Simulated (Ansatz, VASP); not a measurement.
# Si: VASP beside Ansatz

```
Si
1.0
     2.55503    0.00000    0.00000
    -1.27751    2.21272    0.00000
     0.00000    0.00000    2.40470
Si
1
Cartesian
  0.0000 0.0000 0.0000
```

Change from the starting cell: strain -0.025 along x and y, -0.025 along z, atoms carried along.

Alike in both runs: task single point; functional LDA; k mesh 21 × 21 × 20; occupations gaussian, width 0.15 eV; no spin polarisation.

```csv
,VASP,Ansatz
version,VASP 6.6.1,Ansatz 0.2.0
potentials or method,"VASP PAW LDA potentials, release 64 (Si), cutoff 520 eV","scalar-relativistic, plane waves, PAW"
valence electrons in the cell,4,4
```

|  | VASP | Ansatz | Ansatz less VASP |
| --- | --- | --- | --- |
| gap on the k mesh at the Fermi level (eV) | none | none | - |
| pressure (GPa) | 9.4 | 9.3 | -0.13 |
| traceless stress, the component that is largest in VASP (GPa) | -0.41 | -0.43 | -0.022 |

LDA's correlation is that of Perdew and Zunger in VASP and of Perdew and Wang (1992) in Ansatz. A gap of «none» marks a metal or a gap that the smearing closes.
